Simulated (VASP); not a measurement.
Input of a VASP 6.6.1 run:

File INCAR:

```
PREC = Accurate
ENCUT = 600
EDIFF = 1E-7
ISMEAR = 0
SIGMA = 0.02
LREAL = False
LASPH = True
NELM = 120
ALGO = Normal
ISIF = 4
LWAVE = False
LCHARG = False
IBRION = 2
NSW = 50
EDIFFG = -0.01
GGA_COMPAT = False
NELMIN = 4
```

The input KPOINTS:

```
Automatic mesh
0
Gamma
  8 8 8
```

File POSCAR:

```
BaTiO3
1.0
    3.9820742898      0.0000000000      0.0000000000
    0.0000000000      2.8882996975      2.9086685827
    0.0000000000     -2.8882996975      2.9086685827
Ba Ti O
1 1 3
Direct
    0.0000000000      0.0080163304      0.0080163304
    0.5000000000      0.5225051574      0.5225051574
    0.5000000000      0.9745475422      0.4899174781
    0.5000000000      0.4899174781      0.9745475422
    0.0000000000      0.4849134920      0.4849134920
```

Potentials or basis: VASP PAW LDA potentials, release 64 (Ba_sv, Ti_sv, O).

Launch:

```bash
$ cat potpaw_LDA.64/Ba_sv/POTCAR potpaw_LDA.64/Ti_sv/POTCAR potpaw_LDA.64/O/POTCAR > POTCAR
$ mpirun -np 1 vasp_std > vasp.out
```

Task: Estimate the band gap on the k mesh.

Result: 2.32 eV (least direct gap 2.88 eV).

Step by step:
| step | energy change (eV) | largest force (eV/Å) | pressure (GPa) | volume (Å³) |
| --- | --- | --- | --- | --- |
| 1 | 0.0000 | 0.1931 | -9.13 | 66.91 |
| 2 | -0.0033 | 0.0252 | -8.40 | 66.91 |
| 3 | -0.0034 | 0.0149 | -8.28 | 66.91 |
| 4 | -0.0042 | 0.0270 | -8.14 | 66.91 |
| 5 | -0.0044 | 0.0449 | -8.01 | 66.91 |
| 6 | -0.0044 | 0.0430 | -8.02 | 66.91 |
| 7 | -0.0045 | 0.0281 | -8.00 | 66.91 |
| 8 | -0.0046 | 0.0161 | -7.95 | 66.91 |
| 9 | -0.0046 | 0.0036 | -7.92 | 66.91 |

Caveat: spin-orbit coupling is left out, which moves the levels of the heavy elements. A k mesh can miss the band edges.
